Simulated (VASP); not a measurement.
FeO, 2 atoms in the cell. It takes space group R-3m (No. 166, trigonal). The conventional cell has a = 3.169 Å, b = 3.169 Å, c = 7.449 Å, α = 90.00°, β = 90.00°, γ = 120.00°. Within 2.9 Å of Fe (site symmetry -3m) lie 6 O at 2.21 Å. O (site symmetry -3m) has 6 Fe at 2.21 Å within 2.9 Å. 

```yaml
Program: VASP 6.6.1
Task: relaxation of cell and atoms
Functional: PBE
Potentials_or_basis: VASP PAW PBE potentials, release 64 (Fe, O)
Cutoff: 600 eV
k_mesh: 12 × 12 × 12
Occupations: gaussian, width 0.02 eV
Spin: collinear spin, ferromagnetic start
Starting_moments: "[3.9, 0.17] μB"
Hubbard_terms: Fe d U = 5.3 eV
Dipole_correction: no
Further_INCAR_settings: ALGO = Normal; EDIFF = 1e-06; IBRION = 2; EDIFFG = -0.005; NSW = 100; ISIF = 3
```

Potentials or basis: VASP PAW PBE potentials, release 64 (Fe, O).

Command:

```console
$ cat potpaw_PBE.64/Fe/POTCAR potpaw_PBE.64/O/POTCAR > POTCAR
$ mpirun -np 1 vasp_std > vasp.out
```

Hardware: 1 thread of AMD EPYC 9R45 96-Core Processor (Zen 5) (shared host).

Question: How long does it take, and how much memory?

Answer: It took 5.6 min on 1 thread of AMD EPYC 9R45 96-Core Processor (Zen 5), with other jobs on the host, peak memory 0.24 GiB. Counts: scf iterations 51, k points 189, ion steps 5.
